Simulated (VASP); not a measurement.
Wanted: the native input for a VASP 6.6.1 run.

```
Task                   : single point
Functional             : PBE
Potentials or basis    : VASP PAW PBE potentials, release 64 (Ti_sv, Si, Ge_d)
Cutoff                 : 520 eV
k mesh                 : 12 × 12 × 6
Occupations            : gaussian, width 0.1 eV
Spin                   : no spin polarisation
Dipole correction      : no
Further INCAR settings : ALGO = Normal; EDIFF = 1e-07; NBANDS = 36
```

The structure of Ti2SiGe2 lies in POSCAR:

```
Ti2SiGe2
1.0
    4.6028939149      0.0000000000      0.0000000000
   -2.3014469575      3.9862230612      0.0000000000
    0.0000000000      0.0000000000      6.8709657152
Ti Si Ge
2 1 2
Direct
    0.0000000000      0.0000000000      0.8565404398
    0.0000000000      0.0000000000      0.1434595602
    0.0000000000      0.0000000000      0.5000000000
    0.3333333333      0.6666666667      0.5000000000
    0.6666666667      0.3333333333      0.5000000000
```

The cell was generated, and may not be a known phase.

One way to write it, as run:

INCAR

```
SYSTEM = Ti2SiGe2
PREC = Accurate
ENCUT = 520
EDIFF = 1E-7
ISMEAR = 0
SIGMA = 0.1
LREAL = .False.
LASPH = .True.
NELM = 80
ALGO = Normal
ISIF = 2
LWAVE = .False.
LCHARG = .False.
GGA = PE
NBANDS = 36
```

KPOINTS

```
regular mesh
0
Gamma
  12 12 6
  0 0 0
```

Potentials or basis: VASP PAW PBE potentials, release 64 (Ti_sv, Si, Ge_d).

The run is started by

```sh
$ cat potpaw_PBE.64/Ti_sv/POTCAR potpaw_PBE.64/Si/POTCAR potpaw_PBE.64/Ge_d/POTCAR > POTCAR
$ mpirun -np 1 vasp_std > vasp.out
```

It gave:

The pressure is 0.4 GPa and the largest force is 0.560 eV/Å. The band gap on the k mesh is zero (bands 28 and 29 overlap by 1.56 eV).

Caveat: atoms lie so close that the PAW spheres overlap strongly, which falsifies energies and pressures.

Run time: 8.6 min on 1 thread of Intel Xeon 8259CL, on a shared host, peak memory 0.47 GiB.
